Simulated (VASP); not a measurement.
# Ru (P6_3/mmc) in VASP: notebook

Runs on Ru. Level: r2SCAN. Tasks: single point, relaxation of cell and atoms.

Everything below comes from runs of VASP 6.6.1. Logs are shortened: lines on timing, memory, paths and dates and some standing lists are left out, and cuts for length are marked.

### Step 1. The cell of the first run

The structure is hexagonal, space group P6_3/mmc (No. 194). Conventional cell: a = 2.680 Å, b = 2.680 Å, c = 8.700 Å, α = 90.00°, β = 90.00°, γ = 120.00°. Ru (site symmetry -3m) has 12 Ru at 2.67 to 2.68 Å within 3.5 Å. Within 3.5 Å of Ru (site symmetry -6m2) lie 12 Ru at 2.67 to 2.68 Å.

### Step 2. Single point, r2SCAN

POSCAR

```
Ru
1.0
    2.6797517695      0.0000000000      0.0000000000
   -1.3398758847      2.3207331082      0.0000000000
    0.0000000000      0.0000000000      8.7003428409
Ru
4
Direct
    0.0000000000      0.0000000000      0.0000000000
    0.0000000000      0.0000000000      0.5000000000
    0.3333333333      0.6666666667      0.7500000000
    0.6666666667      0.3333333333      0.2500000000
```

INCAR.step1

```
SYSTEM = Ru
PREC = Accurate ; ENCUT = 520
ISMEAR = 0 ; SIGMA = 0.1
LREAL = .FALSE. ; LASPH = .TRUE.
NELM = 80 ; NBANDS = 36
GGA = PE ; ALGO = Normal
EDIFF = 1E-4 ; LWAVE = .TRUE.
LCHARG = .FALSE.
```

INCAR.step2

```
SYSTEM = Ru
PREC = Accurate ; ENCUT = 520
EDIFF = 1E-6 ; ISMEAR = 0
SIGMA = 0.1 ; LREAL = .FALSE.
LASPH = .TRUE. ; NELM = 80
ALGO = Normal ; ISIF = 2
LWAVE = .FALSE. ; LCHARG = .FALSE.
METAGGA = R2SCAN ; LMIXTAU = .TRUE.
NBANDS = 36 ; ISTART = 1
```

KPOINTS

```
regular mesh
0
G
  9 9 2
  0 0 0
```

Potentials or basis: VASP PAW PBE potentials, release 64 (Ru_pv).

Command:

```
$ cat potpaw_PBE.64/Ru_pv/POTCAR > POTCAR
$ cp INCAR.step1 INCAR
$ mpirun -np 1 vasp_std > vasp.out
$ cp INCAR.step2 INCAR
$ mpirun -np 1 vasp_std > vasp.out
```

OUTCAR:

```text
SYSTEM = Ru
   PREC = Accurate
   ENCUT = 520
   EDIFF = 1E-6
   ISMEAR = 0
   LREAL = .FALSE.
   LASPH = .TRUE.
   NELM = 80
   ISIF = 2
   METAGGA = R2SCAN
   ISTART = 1

 ion  position               nearest neighbor table
   1  0.000  0.000  0.000-   3 2.67   4 2.67   3 2.67   4 2.67   4 2.67   3 2.67
   2  0.000  0.000  0.500-   3 2.67   4 2.67   3 2.67   4 2.67   4 2.67   3 2.67
   3  0.333  0.667  0.750-   1 2.67   2 2.67   1 2.67   2 2.67   1 2.67   2 2.67
   4  0.667  0.333  0.250-   1 2.67   2 2.67   1 2.67   2 2.67   1 2.67   2 2.67

  LATTYP: Found a hexagonal cell.
 ALAT       =     2.6797517695
 C/A-ratio  =     3.2466973023

  Lattice vectors:

 A1 = (   2.6797517695,   0.0000000000,   0.0000000000)
 A2 = (  -1.3398758847,   2.3207331082,   0.0000000000)
 A3 = (   0.0000000000,   0.0000000000,   8.7003428409)

Analysis of symmetry for initial positions (statically):
=====================================================================
 Subroutine PRICEL returns:
 Original cell was already a primitive cell.

 Routine SETGRP: Setting up the symmetry group for a
 hexagonal supercell.

 Subroutine GETGRP returns: Found 24 space group operations
 (whereof 12 operations were pure point group operations)
 out of a pool of 24 trial point group operations.

The static configuration has the point symmetry D_3d.
 The point group associated with its full space group is D_6h.

Analysis of symmetry for dynamics (positions and initial velocities):
=====================================================================
 Subroutine PRICEL returns:
 Original cell was already a primitive cell.

 Routine SETGRP: Setting up the symmetry group for a
 hexagonal supercell.

 Subroutine GETGRP returns: Found 24 space group operations
 (whereof 12 operations were pure point group operations)
 out of a pool of 24 trial point group operations.

The dynamic configuration has the point symmetry D_3d.
 The point group associated with its full space group is D_6h.

 Subroutine INISYM returns: Found 24 space group operations
 (whereof 12 operations are pure point group operations),
 and found     1 'primitive' translations

----------------------------------------------------------------------------------------

                                     Primitive cell

  volume of cell :      54.1073

  direct lattice vectors                    reciprocal lattice vectors
     2.679751770  0.000000000  0.000000000     0.373168893  0.215449161  0.000000000
    -1.339875885  2.320733108  0.000000000     0.000000000  0.430898321  0.000000000
     0.000000000  0.000000000  8.700342841     0.000000000  0.000000000  0.114937999

  length of vectors
     2.679751770  2.679751769  8.700342841     0.430898321  0.430898321  0.114937999

  position of ions in fractional coordinates (direct lattice)
     0.000000000  0.000000000  0.000000000
     0.000000000  0.000000000  0.500000000
     0.333333333  0.666666667  0.750000000
     0.666666667  0.333333333  0.250000000

  ion indices of the primitive-cell ions
   primitive index   ion index
                 1           1
                 2           2
                 3           3
                 4           4

----------------------------------------------------------------------------------------

 KPOINTS: regular mesh

Automatic generation of k-mesh.
 Grid dimensions read from file:
 generate k-points for:    9    9    2

 Generating k-lattice:

  Cartesian coordinates                     Fractional coordinates (reciprocal lattice)
     0.041463210  0.023938796  0.000000000     0.111111111  0.000000000  0.000000000
     0.000000000  0.047877591  0.000000000     0.000000000  0.111111111  0.000000000
     0.000000000  0.000000000  0.057469000     0.000000000  0.000000000  0.500000000

  Length of vectors
     0.047877591  0.047877591  0.057469000

  Shift w.r.t. Gamma in fractional coordinates (k-lattice)
     0.000000000  0.000000000  0.000000000

 Subroutine IBZKPT returns following result:
 ===========================================

 Found     24 irreducible k-points:

 Following reciprocal coordinates:
            Coordinates               Weight
  0.000000  0.000000  0.000000      1.000000
  0.111111  0.000000  0.000000      6.000000
  0.222222  0.000000  0.000000      6.000000
  0.333333  0.000000  0.000000      6.000000
  0.444444  0.000000  0.000000      6.000000
  0.111111  0.111111  0.000000      6.000000
[... 16 lines left out ...]
  0.333333  0.222222  0.500000     12.000000
  0.333333  0.333333  0.500000      2.000000
   k-points           NKPTS =     24   k-points in BZ     NKDIM =     24   number of bands    NBANDS=     36
   number of dos      NEDOS =    301   number of ions     NIONS =      4
   total plane-waves  NPLWV =  28000
   dimension x,y,z NGX =    20 NGY =   20 NGZ =   70
   dimension x,y,z NGXF=    40 NGYF=   40 NGZF=  140
   ions per type =               4
   NGX,Y,Z   is equivalent  to a cutoff of  12.41, 12.41, 13.38 a.u.
   NGXF,Y,Z  is equivalent  to a cutoff of  24.82, 24.82, 26.75 a.u.
 SYSTEM =  Ru
   PREC   = accura    normal or accurate (medium, high low for compatibility)
   ISTART =      1    job   : 0-new  1-cont  2-samecut
   ICHARG =      0    charge: 1-file 2-atom 10-const
   ISPIN  =      1    spin polarized calculation?
   LNONCOLLINEAR =      F non collinear calculations
   LSORBIT =      F    spin-orbit coupling
   LASPH  =      T    aspherical Exc in radial PAW
   ENCUT  =  520.0 eV  38.22 Ry    6.18 a.u.   4.98  4.98 16.18*2*pi/ulx,y,z
   NELM   =     80;   NELMIN=  2; NELMDL=  0     # of ELM steps
   EDIFF  = 0.1E-05   stopping-criterion for ELM
   LREAL  =      F    real-space projection
   EDIFFG = 0.1E-04   stopping-criterion for IOM
   NSW    =      0    number of steps for IOM
   IBRION =     -1    ionic relax: 0-MD 1-quasi-New 2-CG
   NFREE  =      0    steps in history (QN), initial steepest desc. (CG)
   ISIF   =      2    stress and relaxation
   ISYM   =      2    0-nonsym 1-usesym 2-fastsym
   POTIM  = 0.5000    time-step for ionic-motion
   TEBEG  =    0.0;   TEEND  =   0.0 temperature during run
   PSTRESS=    0.0 pullay stress
   NELECT =      56.0000    total number of electrons
   NUPDOWN=      -1.0000    fix difference up-down
   EMIN   =  10.00;   EMAX   =-10.00  energy-range for DOS
   EFERMI =   0.00;   METHOD = LEGACY
   ISMEAR =     0;   SIGMA  =   0.10  broadening in eV -4-tet -1-fermi 0-gaus
   EFERMI_NEDOS =   21; number of points for ismear=-14 and -15
   IALGO  =     38    algorithm
   IMIX   =      4    mixing-type and parameters
     AMIX     =   0.40;   BMIX     =  1.00
     AMIX_MAG =   1.60;   BMIX_MAG =  1.00
  volume/ion in A,a.u.               =      13.53        91.28
  Fermi-wavevector in a.u.,A,eV,Ry     =   1.655969  3.129327 37.310337  2.742232
  Thomas-Fermi vector in A             =   2.743974
   LORBIT       =      0    0 simple, 1 ext, 2 COOP (PROOUT), +10 PAW based schemes
   METAGGA = R2SCAN    functional components
   LHFCALC =     F    Hartree Fock is set to
   AEXX    =    0.0000 exact exchange contribution
   IVDW    =     0    specifies the selected vdW correction
   LEPSILON=     F    determine dielectric tensor
   LRPA    =     F    only Hartree local field effects (RPA)
 non-spin polarized calculation
 Gauss-broadening in eV      SIGMA  =   0.10
  energy-cutoff  :      520.00
  volume of cell :       54.11
 maximum number of plane-waves:      1491
 NGX is ok and might be reduce to    20
   NGX =  9   NGY =  9   NGZ = 33

 number of electron      55.9999991 magnetization

 Free energy of the ion-electron system (eV)
  ---------------------------------------------------
  ext. energy  EPLUGINS =         0.00000000
  ---------------------------------------------------
  free energy    TOTEN  =      -101.46476298 eV

  energy without entropy =     -101.44637577  energy(sigma->0) =     -101.45556938

 E-fermi :  12.8053     XC(G=0): -15.4316

 val. band max:       12.7313138583   @ k =   0.0000   0.0000   0.0000
 cond. band min:      12.8181327934   @ k =   0.2222   0.1111   0.5000
 fundamental gap:      0.0868189351
 Fermi energy:        12.8052782438

 k-point     1 :       0.0000    0.0000    0.0000
  band No.  band energies     occupation
      1     -32.2293      2.00000
      2     -31.6889      2.00000
      3     -31.6184      2.00000
      4     -31.2511      2.00000
      5     -31.2511      2.00000
      6     -31.1808      2.00000
[... 28 lines left out ...]
     35      14.3715      0.00000
     36      14.3715      0.00000

 k-point     2 :       0.1111    0.0000    0.0000
  band No.  band energies     occupation
      1     -32.1843      2.00000
      2     -31.7043      2.00000
      3     -31.6405      2.00000
      4     -31.3535      2.00000
      5     -31.2840      2.00000
      6     -31.2479      2.00000
[... 28 lines left out ...]
     35      14.4355      0.00000
     36      16.7736      0.00000

 k-point     3 :       0.2222    0.0000    0.0000
  band No.  band energies     occupation
      1     -32.0631      2.00000
      2     -31.8070      2.00000
      3     -31.7629      2.00000
      4     -31.5960      2.00000
      5     -31.4890      2.00000
      6     -31.3638      2.00000
[... 28 lines left out ...]
     35      14.5817      0.00000
     36      19.6074      0.00000

 k-point     4 :       0.3333    0.0000    0.0000
  band No.  band energies     occupation
      1     -32.0318      2.00000
      2     -32.0286      2.00000
      3     -31.8509      2.00000
      4     -31.8492      2.00000
      5     -31.7917      2.00000
      6     -31.4502      2.00000
[... 28 lines left out ...]
     35      15.2066      0.00000
     36      21.1840      0.00000

 k-point     5 :       0.4444    0.0000    0.0000
  band No.  band energies     occupation
      1     -32.2051      2.00000
      2     -32.1801      2.00000
      3     -32.0111      2.00000
      4     -31.9873      2.00000
      5     -31.6850      2.00000
      6     -31.5048      2.00000
[... 655 lines left out ...]
 k-point    22 :       0.2222    0.2222    0.5000
  band No.  band energies     occupation
      1     -31.9909      2.00000
      2     -31.9909      2.00000
      3     -31.9370      2.00000
      4     -31.9370      2.00000
      5     -31.6299      2.00000
      6     -31.6299      2.00000
[... 28 lines left out ...]
     35      19.9053      0.00000
     36      19.9053      0.00000

 k-point    23 :       0.3333    0.2222    0.5000
  band No.  band energies     occupation
      1     -32.0429      2.00000
      2     -32.0429      2.00000
      3     -31.9795      2.00000
      4     -31.9795      2.00000
      5     -31.7018      2.00000
      6     -31.7018      2.00000
[... 28 lines left out ...]
     35      20.9595      0.00000
     36      20.9595      0.00000

 k-point    24 :       0.3333    0.3333    0.5000
  band No.  band energies     occupation
      1     -31.9772      2.00000
      2     -31.9772      2.00000
      3     -31.9237      2.00000
      4     -31.9237      2.00000
      5     -31.7924      2.00000
      6     -31.7924      2.00000
[... 28 lines left out ...]
     35      21.0917      0.00000
     36      21.0917      0.00000

------------------------ aborting loop because EDIFF is reached ----------------------------------------

  FORCE on cell =-STRESS in cart. coord.  units (eV):
  Direction    XX          YY          ZZ          XY          YZ          ZX
  --------------------------------------------------------------------------------------
  -------------------------------------------------------------------------------------
  Total        0.4902162      0.4902162      0.4995547      0.0000000      0.0000000      0.0000000
  in kB       14.5158365     14.5158365     14.7923600      0.0000000      0.0000000      0.0000000
  external PRESSURE =      14.6080110 kB  Pullay stress =       0.0000000 kB

 VOLUME and BASIS-vectors are now :
 -----------------------------------------------------------------------------
  energy-cutoff  :      520.00
  volume of cell :       54.11
      direct lattice vectors                 reciprocal lattice vectors
     2.679751770  0.000000000  0.000000000     0.373168893  0.215449161  0.000000000
    -1.339875885  2.320733108  0.000000000     0.000000000  0.430898321  0.000000000
     0.000000000  0.000000000  8.700342841     0.000000000  0.000000000  0.114937999

 POSITION                                       TOTAL-FORCE (eV/Angst)
 -----------------------------------------------------------------------------------
      0.00000      0.00000      0.00000        -0.000000      0.000000      0.000000
      0.00000      0.00000      4.35017        -0.000000      0.000000      0.000000
     -0.00000      1.54716      6.52526         0.000000     -0.000000     -0.000000
      1.33988      0.77358      2.17509        -0.000000      0.000000     -0.000000
 -----------------------------------------------------------------------------------
    total drift:                                0.000000     -0.000000      0.000000

  FREE ENERGIE OF THE ION-ELECTRON SYSTEM (eV)
  ---------------------------------------------------
  free  energy   TOTEN  =      -101.4647629815 eV

  energy  without entropy=     -101.4463757689  energy(sigma->0) =     -101.45556938
```

Run time: 2 min. Hardware: 1 thread of Intel Xeon Platinum 8488C (Sapphire Rapids), shared host; peak memory 0.19 GiB.

Results:

```
Free energy            : -101.4648 eV
Pressure               : 1.5 GPa
Band gap on the k mesh : zero (bands 28 and 29 overlap by 2.66 eV)
```

Levels at points of the mesh, in eV from the Fermi level:
```csv
k point,band 26,band 27,band 28,band 29,band 30,band 31
"(0.00, 0.00, 0.00)",-2.27,-2.27,-0.84,-0.84,-0.07,-0.07
"(0.00, 0.00, 0.50)",-2.55,-0.78,-0.78,-0.43,-0.43,-0.43
```

Caveat: the k points lie up to 0.36 Å⁻¹ apart, too coarse for converged energies and pressures of a metal; the PAW data sets were made with another functional, which shifts forces and pressure a little.

[end of part 1 of 2]

The gap in the log of VASP goes by the Fermi energy; the results here count the filled bands.